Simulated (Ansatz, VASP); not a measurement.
## YTiTe3: VASP beside Ansatz

```
CELL_PARAMETERS angstrom
5.34592 0.00000 0.00000
0.00000 5.34592 0.00000
0.00000 0.00000 5.34592
ATOMIC_POSITIONS crystal
Y 0.50000 0.50000 0.50000
Ti 0.00000 0.00000 0.00000
Te 0.50000 0.00000 0.00000
Te 0.00000 0.50000 0.00000
Te 0.00000 0.00000 0.50000
```

Alike in both runs: task single point; functional PBE; k mesh 4 × 4 × 4; occupations gaussian, width 0.1 eV; no spin polarisation.

```csv
,VASP,Ansatz
version,VASP 6.6.1,Ansatz 0.2.0
potentials or method,"VASP PAW PBE potentials, release 64 (Y_sv, Ti_sv, Te), cutoff 520 eV","scalar-relativistic, plane waves, PAW"
valence electrons in the cell,41,71
```

```csv
,VASP,Ansatz,Ansatz less VASP
gap on the k mesh at the Fermi level (eV),none,none,-
pressure (GPa),-0.3,-0.3,+0.01
```

A gap of «none» marks a metal or a gap that the smearing closes. VASP's potentials hold 41 valence electrons a cell and Ansatz's 71, so a difference there can come from the potentials and not from the codes.

Spin-orbit coupling is off throughout.
